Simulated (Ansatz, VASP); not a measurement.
# W: VASP beside Ansatz

Contents of INCAR:

```
  PREC = Accurate
  ENCUT = 520
  EDIFF = 1E-6
  ISMEAR = -1
  SIGMA = 0.1
  LREAL = False
  LASPH = True
  NELM = 100
  ALGO = Normal
  ISIF = 2
  LWAVE = False
  LCHARG = False
  LDIPOL = True
  IDIPOL = 3
  DIPOL = 0.5 0.5 0.500
  GGA = PS
  NBANDS = 43
```

File KPOINTS:

```
regular mesh
0
Gamma
  11 11 1
```

Contents of POSCAR:

```
W
1.0
    4.4602931094      0.0000000000      0.0000000000
   -2.2301465547      3.8627271411      0.0000000000
    0.0000000000      0.0000000000     19.6418000000
W
5
Direct
    0.8333333330      0.1666666670      0.4072942890
    0.1666666670      0.8333333330      0.4536471443
    0.5000000000      0.5000000000      0.5000000000
    0.8333333330      0.1666666670      0.5463528557
    0.1666666670      0.8333333330      0.5927057110
```

Input for Ansatz:

```yaml
crystal:
  lattice:
    - [4.4602931094, 0.0, 0.0]
    - [-2.2301465547, 3.8627271411, 0.0]
    - [0.0, 0.0, 19.6418]
  atoms:
    - { symbol: W, position: [0.833333333, 0.166666667, 0.407294289] }
    - { symbol: W, position: [0.166666667, 0.833333333, 0.4536471443] }
    - { symbol: W, position: [0.5, 0.5, 0.5] }
    - { symbol: W, position: [0.833333333, 0.166666667, 0.5463528557] }
    - { symbol: W, position: [0.166666667, 0.833333333, 0.592705711] }
kpoints:
  mp_grid: { grid: [11, 11, 1] }
scf:
  occupations: { method: fermi_dirac, width: 0.1 }
hamiltonian:
  xc: pbesol
  pseudopotentials: { kind: paw }
output:
  forces: true
  stress: true
  eigenvalues: true
  populations: true
efield:
  axis: 3
  amplitude: 0
  dipole_correction: true
```

Alike in both runs: task single point; functional PBEsol; k mesh 11 × 11 × 1; occupations fermi-dirac, width 0.1 eV; no spin polarisation.

```csv
,VASP,Ansatz
version,VASP 6.6.1,Ansatz 0.2.0
potentials or method,"VASP PAW PBE potentials, release 64 (W_sv)","PAW with Ansatz's default frozen-core files, scalar-relativistic"
plane-wave cutoff (eV),520,420
valence electrons in the cell,70,70
```

Ansatz gave:

| Property | Result |
| --- | --- |
| rms of the force components (eV/Å) | 1.257 |

Question: What did VASP give for the same quantities?

Answer: rms of the force components (eV/Å): 1.246.

VASP's potentials were made for PBE, not for PBEsol. Atom by atom the forces differ by 0.011 eV/Å (rms over components).

Neither program's run includes spin-orbit coupling.
